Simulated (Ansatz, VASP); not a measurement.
# Two plane-wave programs on MgB2

INCAR

```
SYSTEM = MgB2
PREC     = Accurate       ! precision mode
ENCUT    = 520            ! plane-wave cutoff, eV
EDIFF    = 1E-8           ! SCF threshold, eV
ISMEAR   = -1             ! smearing method
SIGMA    = 0.05           ! smearing width, eV
LREAL    = .FALSE.        ! projectors in reciprocal space
LASPH    = .TRUE.         ! aspherical terms in the spheres
NELM     = 100            ! most SCF steps
ALGO     = Normal         ! electronic algorithm
ISIF     = 2              ! what is computed and relaxed
LWAVE    = .FALSE.        ! write WAVECAR
LCHARG   = .FALSE.        ! write CHGCAR
GGA      = PS             ! functional
LEFG     = .TRUE.       
NBANDS   = 17             ! bands
```

Contents of KPOINTS:

```
regular mesh
0
G
  5 5 4
  0 0 0
```

Contents of POSCAR:

```
MgB2
1.0
    6.1700000000      0.0000000000      0.0000000000
   -1.5425000000      2.6716883707      0.0000000000
    0.0000000000      0.0000000000      3.5230000000
Mg B
2 4
Direct
    0.0000000000      0.0000000000      0.0000000000
    0.5000000000      0.0000000000      0.0000000000
    0.1666666666      0.6666666667      0.5000000000
    0.6666666666      0.6666666667      0.5000000000
    0.3333333334      0.3333333333      0.5000000000
    0.8333333334      0.3333333333      0.5000000000
```

Input for Ansatz:

```yaml
crystal:
  lattice:
    - [6.17, 0.0, 0.0]
    - [-1.5425, 2.6716883707, 0.0]
    - [0.0, 0.0, 3.523]
  atoms:
    - { symbol: Mg, position: [0.0, 0.0, 0.0] }
    - { symbol: Mg, position: [0.5, 0.0, 0.0] }
    - { symbol: B, position: [0.1666666666, 0.6666666667, 0.5] }
    - { symbol: B, position: [0.6666666666, 0.6666666667, 0.5] }
    - { symbol: B, position: [0.3333333334, 0.3333333333, 0.5] }
    - { symbol: B, position: [0.8333333334, 0.3333333333, 0.5] }
kpoints:
  mp_grid: { grid: [5, 5, 4] }
scf:
  occupations: { method: fermi_dirac, width: 0.05 }
hamiltonian:
  xc: pbesol
  pseudopotentials: { kind: paw, azcp: { folder: soft_1 } }
output:
  forces: true
  efg:
    quadrupole_moments_barn: { Mg: 0.1994, B: 0.04059 }
    contact_densities: true
  core_levels:
    shells: { Mg: "2p", B: "1s" }
    counted_from: fermi_level
    add_spin: always
```

Alike in both runs: task electric field gradients; functional PBEsol; k mesh 5 × 5 × 4; occupations fermi-dirac, width 0.05 eV; no spin polarisation.

|  | VASP | Ansatz |
| --- | --- | --- |
| version | VASP 6.6.1 | Ansatz 0.2.0 |
| potentials or method | VASP PAW PBE potentials, release 64 (Mg, B) | plane-wave PAW, scalar-relativistic |
| plane-wave cutoff (eV) | 520 | 420 |
| valence electrons in the cell | 16 | 32 |

```csv
,VASP,Ansatz,Ansatz less VASP
rms of the force components (eV/Å),0.124,0.123,-0.0012
size of Vzz on the site where it differs most (V/Å²),19.9,17.6,-2.28
```

VASP's potentials were made for PBE, not for PBEsol, and Ansatz warns of the same on its side. Atom by atom the forces differ by 0.001 eV/Å (rms over components). VASP's potentials hold 16 valence electrons a cell and Ansatz's 32, so a difference there can come from the potentials and not from the codes.

The k mesh is coarse, so the values compare programs but aren't converged.
